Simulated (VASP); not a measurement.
# BiP (F-43m) in VASP: further runs

The runs below take BiP through single point, with PBEsol.

Program: VASP 6.6.1. These are calculated values, not measurements. Logs are shortened: lines on timing, memory, paths and dates and some standing lists are left out, and cuts for length are marked.

## (1) The cell of the first run

It takes space group F-43m (No. 216, cubic). The conventional cell has a = 6.406 Å, b = 6.406 Å, c = 6.406 Å, α = 90.00°, β = 90.00°, γ = 90.00°. Bi (site symmetry -43m) has 4 P at 2.77 Å within 3.7 Å. P (site symmetry -43m) has 4 Bi at 2.77 Å within 3.7 Å.

## (2) Single point, PBEsol (32.86 Å³/atom)

The input, INCAR:

```
SYSTEM = BiP
PREC     = Accurate       ! precision mode
ENCUT    = 520            ! plane-wave cutoff, eV
EDIFF    = 1E-7           ! SCF threshold, eV
ISMEAR   = 0              ! smearing method
SIGMA    = 0.05           ! smearing width, eV
LREAL    = .FALSE.        ! projectors in reciprocal space
LASPH    = .TRUE.         ! aspherical terms in the spheres
NELM     = 100            ! most SCF steps
ALGO     = Normal         ! electronic algorithm
ISIF     = 2              ! what is computed and relaxed
LWAVE    = .FALSE.        ! write WAVECAR
LCHARG   = .TRUE.         ! write CHGCAR
GGA      = PS             ! functional
LELF     = .TRUE.         ! ELF
LVHAR    = .TRUE.       
NBANDS   = 17             ! bands
```

The input, KPOINTS:

```
Automatic mesh
0
G
  10 10 10
  0 0 0
```

The input, POSCAR:

```
BiP
1.0
    0.0000000000      3.2029413269      3.2029413269
    3.2029413269      0.0000000000      3.2029413269
    3.2029413269      3.2029413269      0.0000000000
Bi P
1 1
Direct
    0.0000000000      0.0000000000      0.0000000000
    0.2500000000      0.2500000000      0.2500000000
```

Potentials or basis: VASP PAW PBE potentials, release 64 (Bi_d, P).

On the command line:

```sh
$ cat potpaw_PBE.64/Bi_d/POTCAR potpaw_PBE.64/P/POTCAR > POTCAR
$ mpirun -np 1 vasp_std > vasp.out
```

OUTCAR:

```text
SYSTEM = BiP
   PREC = Accurate
   ENCUT = 520
   EDIFF = 1E-7
   ISMEAR = 0
   LREAL = .FALSE.
   LASPH = .TRUE.
   NELM = 100
   ISIF = 2
   GGA = PS

 ion  position               nearest neighbor table
   1  0.000  0.000  0.000-   2 2.77   2 2.77   2 2.77   2 2.77
   2  0.250  0.250  0.250-   1 2.77   1 2.77   1 2.77   1 2.77

  LATTYP: Found a face centered cubic cell.
 ALAT       =     6.4058826538

  Lattice vectors:

 A1 = (   0.0000000000,   3.2029413269,   3.2029413269)
 A2 = (   3.2029413269,   0.0000000000,   3.2029413269)
 A3 = (   3.2029413269,   3.2029413269,   0.0000000000)

Analysis of symmetry for initial positions (statically):
=====================================================================
 Subroutine PRICEL returns:
 Original cell was already a primitive cell.

 Routine SETGRP: Setting up the symmetry group for a
 face centered cubic supercell.

 Subroutine GETGRP returns: Found 24 space group operations
 (whereof 24 operations were pure point group operations)
 out of a pool of 48 trial point group operations.

The static configuration has the point symmetry T_d .

Analysis of symmetry for dynamics (positions and initial velocities):
=====================================================================
 Subroutine PRICEL returns:
 Original cell was already a primitive cell.

 Routine SETGRP: Setting up the symmetry group for a
 face centered cubic supercell.

 Subroutine GETGRP returns: Found 24 space group operations
 (whereof 24 operations were pure point group operations)
 out of a pool of 48 trial point group operations.

The dynamic configuration has the point symmetry T_d .

 Subroutine INISYM returns: Found 24 space group operations
 (whereof 24 operations are pure point group operations),
 and found     1 'primitive' translations

----------------------------------------------------------------------------------------

                                     Primitive cell

  volume of cell :      65.7169

  direct lattice vectors                    reciprocal lattice vectors
     0.000000000  3.202941327  3.202941327    -0.156106512  0.156106512  0.156106512
     3.202941327  0.000000000  3.202941327     0.156106512 -0.156106512  0.156106512
     3.202941327  3.202941327  0.000000000     0.156106512  0.156106512 -0.156106512

  length of vectors
     4.529643064  4.529643064  4.529643064     0.270384411  0.270384411  0.270384411

  position of ions in fractional coordinates (direct lattice)
     0.000000000  0.000000000  0.000000000
     0.250000000  0.250000000  0.250000000

  ion indices of the primitive-cell ions
   primitive index   ion index
                 1           1
                 2           2

----------------------------------------------------------------------------------------

 KPOINTS: Automatic mesh

Automatic generation of k-mesh.
 Grid dimensions read from file:
 generate k-points for:   10   10   10

 Generating k-lattice:

  Cartesian coordinates                     Fractional coordinates (reciprocal lattice)
    -0.015610651  0.015610651  0.015610651     0.100000000  0.000000000  0.000000000
     0.015610651 -0.015610651  0.015610651     0.000000000  0.100000000  0.000000000
     0.015610651  0.015610651 -0.015610651     0.000000000  0.000000000  0.100000000

  Length of vectors
     0.027038441  0.027038441  0.027038441

  Shift w.r.t. Gamma in fractional coordinates (k-lattice)
     0.000000000  0.000000000  0.000000000

 Subroutine IBZKPT returns following result:
 ===========================================

 Found     47 irreducible k-points:

 Following reciprocal coordinates:
            Coordinates               Weight
  0.000000  0.000000  0.000000      1.000000
  0.100000  0.000000  0.000000      8.000000
  0.200000  0.000000  0.000000      8.000000
  0.300000  0.000000  0.000000      8.000000
  0.400000  0.000000  0.000000      8.000000
  0.500000  0.000000  0.000000      4.000000
[... 16 lines left out ...]
  0.300000  0.300000  0.000000      6.000000
  0.400000  0.300000  0.000000     24.000000
 [... further k-points ...]
   k-points           NKPTS =     47   k-points in BZ     NKDIM =     47   number of bands    NBANDS=     17
   number of dos      NEDOS =    301   number of ions     NIONS =      2
   total plane-waves  NPLWV =  46656
   dimension x,y,z NGX =    36 NGY =   36 NGZ =   36
   dimension x,y,z NGXF=    72 NGYF=   72 NGZF=   72
   ions per type =               1   1
   NGX,Y,Z   is equivalent  to a cutoff of  13.21, 13.21, 13.21 a.u.
   NGXF,Y,Z  is equivalent  to a cutoff of  26.43, 26.43, 26.43 a.u.
 SYSTEM =  BiP
   PREC   = accura    normal or accurate (medium, high low for compatibility)
   ISTART =      0    job   : 0-new  1-cont  2-samecut
   ICHARG =      2    charge: 1-file 2-atom 10-const
   ISPIN  =      1    spin polarized calculation?
   LNONCOLLINEAR =      F non collinear calculations
   LSORBIT =      F    spin-orbit coupling
   LASPH  =      T    aspherical Exc in radial PAW
   ENCUT  =  520.0 eV  38.22 Ry    6.18 a.u.   8.42  8.42  8.42*2*pi/ulx,y,z
   NELM   =    100;   NELMIN=  2; NELMDL= -5     # of ELM steps
   EDIFF  = 0.1E-06   stopping-criterion for ELM
   LREAL  =      F    real-space projection
   EDIFFG = 0.1E-05   stopping-criterion for IOM
   NSW    =      0    number of steps for IOM
   IBRION =     -1    ionic relax: 0-MD 1-quasi-New 2-CG
   NFREE  =      0    steps in history (QN), initial steepest desc. (CG)
   ISIF   =      2    stress and relaxation
   ISYM   =      2    0-nonsym 1-usesym 2-fastsym
   POTIM  = 0.5000    time-step for ionic-motion
   TEBEG  =    0.0;   TEEND  =   0.0 temperature during run
   PSTRESS=    0.0 pullay stress
   NELECT =      20.0000    total number of electrons
   NUPDOWN=      -1.0000    fix difference up-down
   EMIN   =  10.00;   EMAX   =-10.00  energy-range for DOS
   EFERMI =   0.00;   METHOD = LEGACY
   ISMEAR =     0;   SIGMA  =   0.05  broadening in eV -4-tet -1-fermi 0-gaus
   EFERMI_NEDOS =   21; number of points for ismear=-14 and -15
   IALGO  =     38    algorithm
   IMIX   =      4    mixing-type and parameters
     AMIX     =   0.40;   BMIX     =  1.00
     AMIX_MAG =   1.60;   BMIX_MAG =  1.00
  volume/ion in A,a.u.               =      32.86       221.74
  Fermi-wavevector in a.u.,A,eV,Ry     =   1.101182  2.080933 16.498455  1.212602
  Thomas-Fermi vector in A             =   2.237605
   LORBIT       =      0    0 simple, 1 ext, 2 COOP (PROOUT), +10 PAW based schemes
   GGA     = PS    functional components
   LHFCALC =     F    Hartree Fock is set to
   AEXX    =    0.0000 exact exchange contribution
   IVDW    =     0    specifies the selected vdW correction
   LEPSILON=     F    determine dielectric tensor
   LRPA    =     F    only Hartree local field effects (RPA)
 non-spin polarized calculation
 Gauss-broadening in eV      SIGMA  =   0.05
  energy-cutoff  :      520.00
  volume of cell :       65.72
 maximum number of plane-waves:      1807
 NGX is ok and might be reduce to    36
   NGX = 17   NGY = 17   NGZ = 17

 number of electron      20.0000006 magnetization

 Free energy of the ion-electron system (eV)
  ---------------------------------------------------
  ext. energy  EPLUGINS =         0.00000000
  ---------------------------------------------------
  free energy    TOTEN  =        -9.23807849 eV

  energy without entropy =       -9.23680466  energy(sigma->0) =       -9.23744158

 E-fermi :   4.4803     XC(G=0):  -8.8189

 val. band max:        4.4719275673   @ k =   0.4000   0.3000   0.0000
 cond. band min:       4.4910102477   @ k =  -0.4000   0.5000   0.1000
 fundamental gap:      0.0190826804
 Fermi energy:         4.4802989089

 k-point     1 :       0.0000    0.0000    0.0000
  band No.  band energies     occupation
      1     -18.5112      2.00000
      2     -18.5112      2.00000
      3     -18.5112      2.00000
      4     -18.4833      2.00000
      5     -18.4833      2.00000
      6      -8.7143      2.00000
[... 9 lines left out ...]
     16      11.8219      0.00000
     17      13.0443      0.00000

 k-point     2 :       0.1000    0.0000    0.0000
  band No.  band energies     occupation
      1     -18.5113      2.00000
      2     -18.5104      2.00000
      3     -18.5104      2.00000
      4     -18.4833      2.00000
      5     -18.4833      2.00000
      6      -8.6329      2.00000
[... 9 lines left out ...]
     16      11.4012      0.00000
     17      12.6775      0.00000

 k-point     3 :       0.2000    0.0000    0.0000
  band No.  band energies     occupation
      1     -18.5118      2.00000
      2     -18.5086      2.00000
      3     -18.5086      2.00000
      4     -18.4830      2.00000
      5     -18.4830      2.00000
      6      -8.3971      2.00000
[... 9 lines left out ...]
     16      11.0293      0.00000
     17      12.3947      0.00000

 k-point     4 :       0.3000    0.0000    0.0000
  band No.  band energies     occupation
      1     -18.5124      2.00000
      2     -18.5066      2.00000
      3     -18.5066      2.00000
      4     -18.4823      2.00000
      5     -18.4823      2.00000
      6      -8.0411      2.00000
[... 9 lines left out ...]
     16      11.1312      0.00000
     17      12.9861      0.00000
[... 343 lines left out ...]
      1     -18.5128      2.00000
      2     -18.5056      2.00000
      3     -18.5052      2.00000
      4     -18.4834      2.00000
      5     -18.4815      2.00000
      6      -7.9068      2.00000
[... 9 lines left out ...]
     16      11.5705      0.00000
     17      13.6280      0.00000

 k-point    23 :       0.3000    0.3000    0.0000
  band No.  band energies     occupation
      1     -18.5190      2.00000
      2     -18.5010      2.00000
      3     -18.5010      2.00000
      4     -18.4864      2.00000
      5     -18.4794      2.00000
      6      -7.7645      2.00000
[... 9 lines left out ...]
     16      12.6161      0.00000
     17      15.3744      0.00000

 k-point    24 :       0.4000    0.3000    0.0000
  band No.  band energies     occupation
      1     -18.5198      2.00000
      2     -18.4995      2.00000
      3     -18.4992      2.00000
      4     -18.4866      2.00000
      5     -18.4788      2.00000
      6      -7.4138      2.00000
[... 9 lines left out ...]
     16      12.8679      0.00000
     17      14.6580      0.00000

 [... further k-points ...]

------------------------ aborting loop because EDIFF is reached ----------------------------------------

  FORCE on cell =-STRESS in cart. coord.  units (eV):
  Direction    XX          YY          ZZ          XY          YZ          ZX
  --------------------------------------------------------------------------------------
  -------------------------------------------------------------------------------------
  Total       -0.0058905     -0.0058905     -0.0058905      0.0000000      0.0000000      0.0000000
  in kB       -0.1436113     -0.1436113     -0.1436113      0.0000000      0.0000000      0.0000000
  external PRESSURE =      -0.1436113 kB  Pullay stress =       0.0000000 kB

 VOLUME and BASIS-vectors are now :
 -----------------------------------------------------------------------------
  energy-cutoff  :      520.00
  volume of cell :       65.72
      direct lattice vectors                 reciprocal lattice vectors
     0.000000000  3.202941327  3.202941327    -0.156106512  0.156106512  0.156106512
     3.202941327  0.000000000  3.202941327     0.156106512 -0.156106512  0.156106512
     3.202941327  3.202941327  0.000000000     0.156106512  0.156106512 -0.156106512

 POSITION                                       TOTAL-FORCE (eV/Angst)
 -----------------------------------------------------------------------------------
      0.00000      0.00000      0.00000        -0.000000      0.000000      0.000000
      1.60147      1.60147      1.60147         0.000000     -0.000000     -0.000000
 -----------------------------------------------------------------------------------
    total drift:                               -0.000000     -0.000000     -0.000000

  FREE ENERGIE OF THE ION-ELECTRON SYSTEM (eV)
  ---------------------------------------------------
  free  energy   TOTEN  =        -9.2380784921 eV

  energy  without entropy=       -9.2368046623  energy(sigma->0) =       -9.23744158
```

It took 41 s on 1 thread of Intel Xeon Platinum 8375C at 2.90GHz (Ice Lake), shared host; peak memory 0.22 GiB.

Results:

```
Free energy            : -9.2381 eV
Pressure               : 0.0 GPa
Band gap on the k mesh : zero (bands 10 and 11 overlap by 0.79 eV)
```

Caveat: the PAW data sets were made with another functional, which shifts forces and pressure a little; spin-orbit coupling is left out, which moves the levels of the heavy elements.

## (3) Single point, PBEsol (33.80 Å³/atom)

This run uses another cell than the first one, of 33.80 Å³/atom.

The input, INCAR:

```
SYSTEM = BiP
PREC = Accurate
ENCUT = 520
EDIFF = 1E-6
ISMEAR = 0
SIGMA = 0.05
LREAL = .FALSE.
LASPH = .TRUE.
NELM = 80
ALGO = Normal
ISIF = 2
LWAVE = .FALSE.
LCHARG = .TRUE.
GGA = PS
LELF = .TRUE.
LVHAR = .TRUE.
NBANDS = 17
```

KPOINTS is that of step 2.

The input, POSCAR:

```
BiP
1.0
    0.0000000000      3.2331734584      3.2331734584
    3.2331734584      0.0000000000      3.2331734584
    3.2331734584      3.2331734584      0.0000000000
Bi P
1 1
Direct
    0.0000000000      0.0000000000      0.0000000000
    0.2500000000      0.2500000000      0.2500000000
```

Potentials or basis: VASP PAW PBE potentials, release 64 (Bi_d, P).

On the command line:

```sh
$ cat potpaw_PBE.64/Bi_d/POTCAR potpaw_PBE.64/P/POTCAR > POTCAR
$ mpirun -np 1 vasp_std > vasp.out
```

Wall time 39 s (1 thread of Intel Xeon Platinum 8375C at 2.90GHz (Ice Lake), shared host); peak memory 0.22 GiB.

It converged, with:

- Free energy: -9.2311 eV
- Pressure: -1.2 GPa
- Band gap on the k mesh: zero (bands 10 and 11 overlap by 0.73 eV)

Levels at points of the mesh, in eV from the Fermi level:
```csv
k point,band 7,band 8,band 9,band 10,band 11,band 12,band 13,band 14
"(0.00, 0.00, 0.00)",-6.12,-1.74,-1.74,-1.74,0.88,0.88,0.88,4.09
"(0.50, 0.00, 0.00)",-8.95,-2.60,-2.60,-2.53,1.97,1.97,4.06,6.01
"(0.50, 0.50, 0.00)",-9.91,-3.59,-3.59,-0.64,-0.44,4.80,4.80,5.83
```

Caveat: the PAW data sets were made with another functional, which shifts forces and pressure a little; spin-orbit coupling is left out, which moves the levels of the heavy elements.

## (4) Single point, PBEsol

This run uses another cell than the first one, of 34.18 Å³/atom.

The input, INCAR:

```
SYSTEM = BiP
ALGO     = Normal         ! electronic algorithm
EDIFF    = 1E-6           ! SCF threshold, eV
ENCUT    = 520            ! plane-wave cutoff, eV
GGA      = PS             ! functional
ISIF     = 2              ! what is computed and relaxed
ISMEAR   = 0              ! smearing method
LASPH    = .TRUE.         ! aspherical terms in the spheres
LCHARG   = .TRUE.         ! write CHGCAR
LELF     = .TRUE.         ! ELF
LREAL    = .FALSE.        ! projectors in reciprocal space
LVHAR    = .TRUE.       
LWAVE    = .FALSE.        ! write WAVECAR
NBANDS   = 17             ! bands
NELM     = 80             ! most SCF steps
PREC     = Accurate       ! precision mode
SIGMA    = 0.05           ! smearing width, eV
```

The input, KPOINTS:

```
k-points
0
G
  10 10 10
  0 0 0
```

The input, POSCAR:

```
BiP
1.0
    0.0000000000      3.2454013332      3.2454013332
    3.2454013332      0.0000000000      3.2454013332
    3.2454013332      3.2454013332      0.0000000000
Bi P
1 1
Direct
    0.0000000000      0.0000000000      0.0000000000
    0.2500000000      0.2500000000      0.2500000000
```

On the command line:

```sh
$ cat potpaw_PBE.64/Bi_d/POTCAR potpaw_PBE.64/P/POTCAR > POTCAR
$ mpirun -np 1 vasp_std > vasp.out
```

Wall time 42 s (1 thread of Intel Xeon Platinum 8375C at 2.90GHz (Ice Lake), shared host); peak memory 0.22 GiB.

Results (log left out):

| Quantity | Value |
| --- | --- |
| Free energy | -9.2242 eV |
| Pressure | -1.7 GPa |
| Band gap on the k mesh | zero (bands 10 and 11 overlap by 0.70 eV) |

Levels at points of the mesh, in eV from the Fermi level:
```tsv
k point	band 8	band 9	band 10	band 11	band 12	band 13
(0.00, 0.00, 0.00)	-1.72	-1.72	-1.72	0.89	0.89	0.89
(0.50, 0.00, 0.00)	-2.57	-2.57	-2.52	1.97	1.97	4.01
(0.50, 0.50, 0.00)	-3.55	-3.55	-0.63	-0.43	4.74	4.74
```

Caveat: the PAW data sets were made with another functional, which shifts forces and pressure a little; spin-orbit coupling is left out, which moves the levels of the heavy elements.

## (5) Overview

```csv
cell,gap on the mesh (eV),pressure (GPa)
"a = 4.530 Å, angles 60.0°, 2 atoms",none,0.0
"a = 4.572 Å, angles 60.0°, 2 atoms",none,-1.2
"a = 4.590 Å, angles 60.0°, 2 atoms",none,-1.7
```

Alike in all rows: task single point; level PBEsol; potentials or basis VASP PAW PBE potentials, release 64 (Bi_d, P); no spin polarisation; k mesh 10 × 10 × 10; cutoff (eV) 520; smearing gaussian 0.05 eV.

Caveats: the PAW data sets were made with another functional, which shifts forces and pressure a little; spin-orbit coupling is left out, which moves the levels of the heavy elements.

Total energies depend on the potentials used, so only differences within one code and one set of settings carry meaning.
